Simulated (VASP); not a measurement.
Wanted: the native input for a VASP 6.6.1 run.

```
Task                   : relaxation of cell and atoms
Functional             : PBE
Potentials or basis    : VASP PAW PBE potentials, release 64 (Hf_pv, Ti_sv)
Cutoff                 : 600 eV
k mesh                 : 10 × 10 × 10
Occupations            : gaussian, width 0.1 eV
Spin                   : no spin polarisation
Dipole correction      : no
Further INCAR settings : ALGO = Fast; EDIFF = 1e-07; IBRION = 2; EDIFFG = -0.01; NSW = 100; ISIF = 3
```

The structure of Hf3Ti lies in POSCAR:

```
Hf3Ti
1.0
    4.4015322244      0.0000000000      0.0000000000
    0.0000000000      4.4015322244      0.0000000000
    0.0000000000      0.0000000000      4.4015322244
Hf Ti
3 1
Direct
    0.0000000000      0.5000000000      0.5000000000
    0.5000000000      0.0000000000      0.5000000000
    0.5000000000      0.5000000000      0.0000000000
    0.0000000000      0.0000000000      0.0000000000
```

One way to write it, as run:

INCAR

```
PREC     = Accurate       # precision mode
ENCUT    = 600            # plane-wave cutoff, eV
EDIFF    = 1E-7           # SCF threshold, eV
ISMEAR   = 0              # smearing method
SIGMA    = 0.1            # smearing width, eV
LREAL    = F              # projectors in reciprocal space
LASPH    = T              # aspherical terms in the spheres
NELM     = 100            # most SCF steps
ALGO     = Fast           # electronic algorithm
ISIF     = 3              # what is computed and relaxed
LWAVE    = F              # write WAVECAR
LCHARG   = F              # write CHGCAR
GGA      = PE             # functional
IBRION   = 2              # ionic algorithm
NSW      = 100            # ionic steps
EDIFFG   = -0.01          # ionic threshold
```

KPOINTS

```
regular mesh
0
Gamma
  10 10 10
```

Potentials or basis: VASP PAW PBE potentials, release 64 (Hf_pv, Ti_sv).

Run with:

```sh
$ cat potpaw_PBE.64/Hf_pv/POTCAR potpaw_PBE.64/Ti_sv/POTCAR > POTCAR
$ mpirun -np 1 vasp_std > vasp.out
```

Results of the run:

```
Relaxed volume                        : 21.20 Å³/atom
Relaxed cell                          : a = 4.393 Å, b = 4.393 Å, c = 4.393 Å, α = 90.00°, β = 90.00°, γ = 90.00°
Space group after relaxing (to 0.1 Å) : Pm-3m (No. 221)
Energy gained by relaxing             : 0.2 meV/atom
Ionic steps                           : 3
Pressure after relaxing               : 0.0 GPa
```

Wall time 15 min on 1 thread of AMD EPYC 9R14 (Zen 4), with other jobs on the host, peak memory 0.28 GiB.
